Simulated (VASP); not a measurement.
Input of a VASP 6.6.1 run:

File INCAR:

```
SYSTEM = Mg
ALGO = Normal
EDIFF = 1E-7
ENCUT = 520
GGA = PE
ISIF = 2
ISMEAR = -1
LASPH = .True.
LCHARG = .False.
LREAL = .False.
LWAVE = .False.
NBANDS = 10
NELM = 100
PREC = Accurate
SIGMA = 0.08
```

KPOINTS

```
k-points
0
Gamma
  7 7 10
  0 0 0
```

Contents of POSCAR:

```
Mg
1.0
    5.1026261106      0.0000000000      0.0000000000
   -2.5513130553      4.4190038378      0.0000000000
    0.0000000000      0.0000000000      3.0986983489
Mg
3
Direct
    0.0000000000      0.0000000000      0.0000000000
    0.3333333333      0.6666666667      0.5000000000
    0.6666666667      0.3333333333      0.5000000000
```

Potentials or basis: VASP PAW PBE potentials, release 64 (Mg).

Command:

```bash
$ cat potpaw_PBE.64/Mg/POTCAR > POTCAR
$ mpirun -np 1 vasp_std > vasp.out
```

(1) Estimate the pressure.

(2) Predict the band gap on the k mesh.

## Answers

(1) -0.1 GPa.

(2) zero (band 3 reaches 6.07 eV, above the bottom of band 4 at 1.66 eV).
